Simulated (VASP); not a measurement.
Crystal: Pd.

```
CELL_PARAMETERS angstrom
2.75046 0.00000 0.00000
-1.37523 2.38197 0.00000
0.00000 0.00000 4.49241
ATOMIC_POSITIONS crystal
Pd 0.33333 0.66667 0.75000
Pd 0.66667 0.33333 0.25000
```

This isn't the form of Pd at room conditions, which is fcc.

```yaml
Program: VASP 6.6.1
Task: relaxation of cell and atoms
Functional: PBE
Potentials_or_basis: VASP PAW PBE potentials, release 64 (Pd)
Cutoff: 600 eV
k_mesh: 18 × 18 × 10
Occupations: gaussian, width 0.05 eV
Spin: no spin polarisation
```

At the start: pressure 8.1 GPa; volume 14.72 Å³/atom.

Q: Where does the relaxation end?

A: Over 10 steps the energy falls by 19.1 meV/atom and the volume is 15.36 Å³/atom (+4.4 %); space group P6_3/mmc (No. 194, to 0.1 Å) before and after.

Step by step:
| step | energy change (eV) | largest force (eV/Å) | pressure (GPa) | volume (Å³) |
| --- | --- | --- | --- | --- |
| 1 | 0.0000 | 0.0000 | 8.09 | 29.43 |
| 2 | 0.0219 | 0.0000 | -8.81 | 32.71 |
| 3 | -0.0340 | 0.0000 | -0.39 | 30.80 |
| 4 | -0.0340 | 0.0000 | -0.24 | 30.77 |
| 5 | -0.0371 | 0.0000 | -0.09 | 30.73 |
| 6 | -0.0381 | 0.0000 | 0.08 | 30.70 |
| 7 | -0.0382 | 0.0000 | 0.16 | 30.69 |
| 8 | -0.0382 | 0.0000 | 0.16 | 30.69 |
| 9 | -0.0382 | 0.0000 | -0.23 | 30.76 |
| 10 | -0.0382 | 0.0000 | 0.02 | 30.72 |

Final structure:
```cif
data_structure
_symmetry_space_group_name_H-M 'P 1'
_symmetry_Int_Tables_number 1
_cell_length_a 2.7624
_cell_length_b 2.7624
_cell_length_c 4.6487
_cell_angle_alpha 90.000
_cell_angle_beta 90.000
_cell_angle_gamma 120.000
_cell_volume 30.72
loop_
_atom_site_label
_atom_site_type_symbol
_atom_site_fract_x
_atom_site_fract_y
_atom_site_fract_z
_atom_site_occupancy
Pd1 Pd 0.33333 0.66667 0.75000 1
Pd2 Pd 0.66667 0.33333 0.25000 1
```
